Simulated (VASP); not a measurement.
Here is a VASP 6.6.1 calculation.

The input INCAR:

```
ALGO = Normal
EDIFF = 1E-8
ENCUT = 520
GGA = PS
ISIF = 2
ISMEAR = -1
LASPH = T
LCHARG = F
LEFG = T
LREAL = F
LWAVE = F
NBANDS = 16
NELM = 100
PREC = Accurate
SIGMA = 0.03
```

Contents of KPOINTS:

```
k-points
0
Gamma
  10 10 6
```

Contents of POSCAR:

```
AlN
1.0
    3.0689564278      0.0000000000      0.0000000000
   -1.5344782139      2.6577942296      0.0000000000
    0.0000000000      0.0000000000      4.9107214824
Al N
2 2
Direct
    0.3333333333      0.6666666667      0.0000000000
    0.6666666667      0.3333333333      0.5000000000
    0.3333333333      0.6666666667      0.3850000000
    0.6666666667      0.3333333333      0.8850000000
```

Potentials or basis: VASP PAW PBE potentials, release 64 (Al, N).

Run with:

```console
$ cat potpaw_PBE.64/Al/POTCAR potpaw_PBE.64/N/POTCAR > POTCAR
$ mpirun -np 1 vasp_std > vasp.out
```

(1) Predict the largest force.

(2) Estimate the pressure.

(3) Estimate the band gap on the k mesh.

Answers

(1) 0.180 eV/Å.

(2) 9.6 GPa.

(3) 4.45 eV, direct.

Caveat: without QUAD_EFG the Cq values of the log hold for a quadrupole moment of 1 mb, not for the nuclei; the PAW data sets were made with another functional, which shifts forces and pressure a little.
